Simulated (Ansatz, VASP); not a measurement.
One calculation of AgCl, two programs

```
CELL_PARAMETERS angstrom
0.00000 2.82865 2.71165
2.82865 0.00000 2.71165
2.82865 2.82865 0.00000
ATOMIC_POSITIONS crystal
Ag 0.00000 0.00000 0.00000
Cl 0.50000 0.50000 0.50000
```

Change from the starting cell: epitaxial_xy strain +2.0%.

Alike in both runs: task single point; functional PBE; k mesh 8 × 8 × 8; occupations fermi-dirac, width 0.02 eV; no spin polarisation.

|  | VASP | Ansatz |
| --- | --- | --- |
| version | VASP 6.6.1 | Ansatz 0.2.0 |
| potentials or method | VASP PAW PBE potentials, release 64 (Ag, Cl) | plane waves, PAW |
| plane-wave cutoff (eV) | 520 | 420 |
| valence electrons in the cell | 18 | 26 |

Ansatz gave:

| Item | Value |
| --- | --- |
| gap on the k mesh at the Fermi level (eV) | 0.81 |
| pressure (GPa) | 0.9 |
| traceless stress, the component that is largest in VASP (GPa) | 0.60 |

Question: What did VASP give for the same quantities?

Answer: gap on the k mesh at the Fermi level (eV): 0.80; pressure (GPa): 0.8; traceless stress, the component that is largest in VASP (GPa): 0.57.

VASP's potentials hold 18 valence electrons a cell and Ansatz's 26, so a difference there can come from the potentials and not from the codes.
